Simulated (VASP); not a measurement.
Wanted: the native input for a VASP 6.6.1 run.

* Task: single point
* Functional: LDA
* Potentials or basis: VASP PAW LDA potentials, release 64 (Co_sv, Si)
* Cutoff: 690 eV
* k mesh: 2 × 2 × 2
* Occupations: fermi-dirac, width 0.025852 eV
* Spin: no spin polarisation
* Hubbard terms: Co d U = 3.7 eV
* Dipole correction: no
* Further INCAR settings: ALGO = Normal; EDIFF = 1e-06; NBANDS = 20

The structure of CoSi2 lies in POSCAR:

```
CoSi2
1.0
    0.0000000000      2.6825000000      2.6825000000
    2.6825000000      0.0000000000      2.6825000000
    2.6825000000      2.6825000000      0.0000000000
Co Si
1 2
Direct
    0.0000000000      0.0000000000      0.0000000000
    0.2500000000      0.2500000000      0.2500000000
    0.7500000000      0.7500000000      0.7500000000
```

The input as run:

INCAR

```
SYSTEM = CoSi2
  ALGO = Normal
  EDIFF = 1E-6
  ENCUT = 690
  GGA_COMPAT = .FALSE.
  ISIF = 2
  ISMEAR = -1
  LASPH = .TRUE.
  LCHARG = .FALSE.
  LDAU = .TRUE.
  LDAUJ = 0 0
  LDAUL = 2 -1
  LDAUPRINT = 1
  LDAUTYPE = 2
  LDAUU = 3.7 0
  LMAXMIX = 4
  LREAL = .FALSE.
  LWAVE = .FALSE.
  NBANDS = 20
  NELM = 200
  PREC = Accurate
  SIGMA = 0.025851999786435532
```

KPOINTS

```
k-points
0
G
  2 2 2
  0 0 0
```

Potentials or basis: VASP PAW LDA potentials, release 64 (Co_sv, Si).

The run is started by

```console
$ cat potpaw_LDA.64/Co_sv/POTCAR potpaw_LDA.64/Si/POTCAR > POTCAR
$ mpirun -np 1 vasp_std > vasp.out
```

Results of the run:

| Property | Result |
| --- | --- |
| Pressure | -13.8 GPa |
| Band gap on the k mesh | zero (an odd number of electrons rules out a gap without spin polarisation) |

Caveat: the k points lie up to 1.01 Å⁻¹ apart, too coarse for converged energies and pressures of a metal; the run has no spin polarisation, though such a crystal can be magnetic; U without spin polarisation on a metal has little footing; the U is typed as a test and isn't derived for this compound.

It took 7.4 s on 1 thread of AMD EPYC 7R13 Processor (Zen 3), with other jobs on the host, peak memory 0.14 GiB.
